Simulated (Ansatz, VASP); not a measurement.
N in VASP and in Ansatz

```
CELL_PARAMETERS angstrom
4.01818 0.00000 0.00000
0.00000 4.01818 0.00000
0.00000 0.00000 5.52266
ATOMIC_POSITIONS crystal
N 0.90428 0.90428 0.00000
N 0.59572 0.40428 0.50000
N 0.09572 0.09572 0.00000
N 0.40428 0.59572 0.50000
```

Alike in both runs: task single point; functional PBEsol; k mesh 6 × 6 × 6; occupations gaussian, width 0.05 eV; no spin polarisation.

|  | VASP | Ansatz |
| --- | --- | --- |
| version | VASP 6.6.1 | Ansatz 0.2.0 |
| potentials or method | VASP PAW PBE potentials, release 64 (N), cutoff 520 eV | scalar-relativistic, plane waves, PAW |
| valence electrons in the cell | 20 | 20 |

Ansatz gave:

| Property | Result |
| --- | --- |
| gap on the k mesh at the Fermi level (eV) | 7.07 |
| least direct gap on the mesh (eV) | 7.35 |
| pressure (GPa) | 2.6 |
| traceless stress, the component that is largest in VASP (GPa) | -2.31 |
| rms of the force components (eV/Å) | 1.005 |

Which values does VASP return?

gap on the k mesh at the Fermi level (eV): 7.02; least direct gap on the mesh (eV): 7.30; pressure (GPa): 5.2; traceless stress, the component that is largest in VASP (GPa): -5.12; rms of the force components (eV/Å): 2.264.

VASP's potentials were made for PBE, not for PBEsol. Atom by atom the forces differ by 1.259 eV/Å (rms over components).

Noted on VASP's run: the standard files for N, O and F lose accuracy on very short bonds.
